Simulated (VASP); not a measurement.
## Bi: electric field gradients with PBE

The system is Bi.

```
CELL_PARAMETERS angstrom
3.44145 -3.09024 0.00000
3.44145 3.09024 0.00000
-1.24320 0.00000 3.07147
ATOMIC_POSITIONS crystal
Bi 0.24694 0.24694 0.14262
Bi 0.75306 0.75306 0.85738
```

This cell differs from its parent crystal: functional pbe, volume scaled by 0.96.

```json
{"Program": "VASP 6.6.1", "Task": "electric field gradients", "Functional": "PBE", "Potentials or basis": "VASP PAW PBE potentials, release 64 (Bi_d)", "Cutoff": "520 eV", "k mesh": "9 × 9 × 13", "Occupations": "fermi-dirac, width 0.05 eV", "Spin": "no spin polarisation", "Dipole correction": "no", "Further INCAR settings": "ALGO = Normal; EDIFF = 1e-08; NBANDS = 22"}
```

The pressure is 2.2 GPa. The largest force is 0.018 eV/Å and the band gap on the k mesh is zero (band 15 reaches 10.55 eV, above the bottom of band 16 at 5.36 eV).

Forces on the atoms (eV/Å):
```
Bi   0.010  0.000  0.016
Bi  -0.010  0.000 -0.016
```

Stress tensor (GPa, compression positive):
```
 2.19  0.00 -0.08
 0.00  2.09  0.00
-0.08  0.00  2.21
```

Levels at points of the mesh, in eV from the Fermi level:
| k point | band 12 | band 13 | band 14 | band 15 | band 16 | band 17 | band 18 | band 19 |
| --- | --- | --- | --- | --- | --- | --- | --- | --- |
| (0.00, 0.00, 0.00) | -9.11 | -3.20 | -2.91 | 2.71 | 3.20 | 3.90 | 4.32 | 4.49 |

Electric field gradients, principal values (V/Å²):
| atom | least | middle | greatest (by size) |
| --- | --- | --- | --- |
| 1 Bi | 21.512 | 86.068 | -107.580 |
| 2 Bi | 21.512 | 86.068 | -107.580 |

Run time: 6.4 min on 1 thread of Intel(R) Xeon(R) Platinum 8259CL CPU @ 2.50GHz (Skylake/Cascade Lake), on a shared host, peak memory 0.43 GiB.

Caveat: without QUAD_EFG the Cq values of the log hold for a quadrupole moment of 1 mb, not for the nuclei; spin-orbit coupling is left out, which moves the levels of the heavy elements.
